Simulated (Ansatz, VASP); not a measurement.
**MgSe: VASP beside Ansatz**

File POSCAR:

```
MgSe
1.0
    0.0000000000      2.7086284020      2.7086284020
    2.7086284020      0.0000000000      2.7086284020
    2.7086284020      2.7086284020      0.0000000000
Mg Se
1 1
Direct
    0.0000000000      0.0000000000      0.0000000000
    0.5000000000      0.5000000000      0.5000000000
```

INCAR.step1

```
SYSTEM = MgSe
PREC     = Accurate       ! precision mode
ENCUT    = 660            ! plane-wave cutoff, eV
ISMEAR   = 0              ! smearing method
SIGMA    = 0.01           ! smearing width, eV
LREAL    = .FALSE.        ! projectors in reciprocal space
LASPH    = .TRUE.         ! aspherical terms in the spheres
NELM     = 120            ! most SCF steps
NBANDS   = 11             ! bands
GGA      = PE             ! functional
ALGO     = Normal         ! electronic algorithm
EDIFF    = 1E-5           ! SCF threshold, eV
LWAVE    = .TRUE.         ! write WAVECAR
LCHARG   = .FALSE.        ! write CHGCAR
GGA_COMPAT= .FALSE.
```

File INCAR.step2:

```
SYSTEM = MgSe
PREC     = Accurate       ! precision mode
ENCUT    = 660            ! plane-wave cutoff, eV
EDIFF    = 1E-6           ! SCF threshold, eV
ISMEAR   = 0              ! smearing method
SIGMA    = 0.01           ! smearing width, eV
LREAL    = .FALSE.        ! projectors in reciprocal space
LASPH    = .TRUE.         ! aspherical terms in the spheres
NELM     = 120            ! most SCF steps
ALGO     = Normal         ! electronic algorithm
ISIF     = 2              ! what is computed and relaxed
LWAVE    = .FALSE.        ! write WAVECAR
LCHARG   = .FALSE.        ! write CHGCAR
METAGGA  = R2SCAN         ! meta-GGA
LMIXTAU  = .TRUE.       
NBANDS   = 11             ! bands
ISTART   = 1            
GGA_COMPAT= .FALSE.
```

The input KPOINTS:

```
regular mesh
0
G
  6 6 6
  0 0 0
```

Input for Ansatz:

```yaml
crystal:
  lattice:
    - [0.0, 2.708628402, 2.708628402]
    - [2.708628402, 0.0, 2.708628402]
    - [2.708628402, 2.708628402, 0.0]
  atoms:
    - { symbol: Mg, position: [0.0, 0.0, 0.0] }
    - { symbol: Se, position: [0.5, 0.5, 0.5] }
kpoints:
  mp_grid: { grid: [6, 6, 6] }
hamiltonian:
  xc: r2scan
scf:
  occupations: { method: fixed }
  n_extra_bands: 4
output:
  forces: true
  stress: true
  eigenvalues: true
```

Alike in both runs: task single point; functional r2SCAN; k mesh 6 × 6 × 6; no spin polarisation.

|  | VASP | Ansatz |
| --- | --- | --- |
| version | VASP 6.6.1 | Ansatz 0.2.0 |
| potentials or method | VASP PAW PBE potentials, release 64 (Mg, Se) | plane waves, PAW |
| plane-wave cutoff (eV) | 660 | 500 |
| occupations | gaussian, width 0.01 eV | fixed |
| valence electrons in the cell | 8 | 26 |

```tsv
	VASP	Ansatz	Ansatz less VASP
gap on the k mesh at the Fermi level (eV)	2.49	2.53	+0.036
pressure (GPa)	1.9	2.2	+0.23
```

VASP's potentials were made for PBE, not for r2SCAN. VASP's potentials hold 8 valence electrons a cell and Ansatz's 26, so a difference there can come from the potentials and not from the codes.
